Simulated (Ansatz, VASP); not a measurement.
## ZrOF2 in VASP and in Ansatz

```
Zr O F
1.0
     3.98596    0.00000    0.00000
     0.00000    3.98596    0.00000
     0.00000    0.00000    3.80147
Zr O F
1 1 2
Direct
  0.50000 0.50000 0.50000
  0.00000 0.00000 0.00000
  0.50000 0.00000 0.50020
  0.00000 0.50000 0.49980
```

Change from the starting cell: species swapped into the AlGaN2 type (P-4m2, No. 115).

Alike in both runs: functional PBE; k mesh 6 × 6 × 4; occupations gaussian, width 0.1 eV; no spin polarisation.

Ansatz relaxed the structure, and its values are those at the end. VASP's run is a single point on that final structure, the one shown.

```csv
,VASP,Ansatz
version,VASP 6.6.1,Ansatz 0.2.0
potentials or method,"VASP PAW PBE potentials, release 64 (Zr_sv, O, F), cutoff 520 eV","scalar-relativistic, plane waves, PAW"
valence electrons in the cell,32,32
```

|  | VASP | Ansatz | Ansatz less VASP |
| --- | --- | --- | --- |
| gap on the k mesh at the Fermi level (eV) | none | none | - |
| pressure (GPa) | 0.3 | 0.1 | -0.18 |

A gap of «none» marks a metal or a gap that the smearing closes.

The k mesh is coarse, so the values compare programs but aren't converged.
